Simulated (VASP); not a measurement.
A run of VASP 6.6.1 is set up as follows.

Contents of INCAR:

```
PREC     = Accurate       # precision mode
ENCUT    = 520            # plane-wave cutoff, eV
EDIFF    = 1E-7           # SCF threshold, eV
ISMEAR   = 0              # smearing method
SIGMA    = 0.1            # smearing width, eV
LREAL    = F              # projectors in reciprocal space
LASPH    = T              # aspherical terms in the spheres
NELM     = 60             # most SCF steps
ALGO     = Normal         # electronic algorithm
ISIF     = 2              # what is computed and relaxed
LWAVE    = F              # write WAVECAR
LCHARG   = T              # write CHGCAR
GGA      = PE             # functional
LELF     = T              # ELF
LVHAR    = T            
NBANDS   = 43             # bands
```

Contents of KPOINTS:

```
regular mesh
0
Gamma
  8 8 8
```

The input POSCAR:

```
Pb2O
1.0
    5.5575045928      0.0000000000      0.0000000000
    0.0000000000      5.5575045928      0.0000000000
    0.0000000000      0.0000000000      5.3451390058
Pb O
4 2
Direct
    0.2500000000      0.2500000000      0.2500000000
    0.7500000000      0.7500000000      0.2500000000
    0.2500000000      0.7500000000      0.7500000000
    0.7500000000      0.2500000000      0.7500000000
    0.0000000000      0.0000000000      0.0000000000
    0.5000000000      0.5000000000      0.5000000000
```

Potentials or basis: VASP PAW PBE potentials, release 64 (Pb_d, O).

Launch:

```bash
$ cat potpaw_PBE.64/Pb_d/POTCAR potpaw_PBE.64/O/POTCAR > POTCAR
$ mpirun -np 1 vasp_std > vasp.out
```

(1) Predict the band gap on the k mesh.

(2) What does it give for the pressure?

## Answers

(1) zero (bands 34 and 35 overlap by 0.74 eV).

(2) -0.3 GPa.

Caveat: the cell differs from its parent crystal (biaxial strain in the a-b plane: +1.5 %, then relaxed in part); semilocal functionals underestimate gaps, so a narrow gap can read as zero; spin-orbit coupling is left out, which moves the levels of the heavy elements.
